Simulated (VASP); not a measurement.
SrO, 2 atoms in the cell. Symmetry: I4/mmm, No. 139, tetragonal system. Conventional cell: a = 3.604 Å, b = 3.604 Å, c = 5.135 Å, α = 90.00°, β = 90.00°, γ = 90.00°. Sr (site symmetry 4/mmm) has 6 O at 2.55 to 2.57 Å within 3.4 Å. Within 3.4 Å of O (site symmetry 4/mmm) lie 6 Sr at 2.55 to 2.57 Å.  This cell differs from its parent crystal: film at in-plane strain -0.005.

```yaml
Program: VASP 6.6.1
Task: single point
Functional: PBEsol
Potentials_or_basis: VASP PAW PBE potentials, release 64 (Sr_sv, O)
Cutoff: 520 eV
k_mesh: 8 × 8 × 8
Occupations: gaussian, width 0.01 eV
Spin: non-collinear spin, zero start, spin-orbit coupling
Starting_moments: "[[0.0, 0.0, 0.0], [0.0, 0.0, 0.0]] μB"
Dipole_correction: no
Further_INCAR_settings: ALGO = Normal; EDIFF = 1e-07; NBANDS = 28
```

Potentials or basis: VASP PAW PBE potentials, release 64 (Sr_sv, O).

Launch:

```sh
$ cat potpaw_PBE.64/Sr_sv/POTCAR potpaw_PBE.64/O/POTCAR > POTCAR
$ mpirun -np 1 vasp_ncl > vasp.out
```

Hardware: 1 thread of Intel(R) Xeon(R) Platinum 8259CL CPU @ 2.50GHz (Skylake/Cascade Lake), with other jobs on the host.

**Question.** Estimate the wall time of this run.

**Answer.** Wall time 2.2 min on 1 thread of Intel(R) Xeon(R) Platinum 8259CL CPU @ 2.50GHz (Skylake/Cascade Lake), with other jobs on the host, peak memory 0.29 GiB. Counts: scf iterations 15, k points 59.
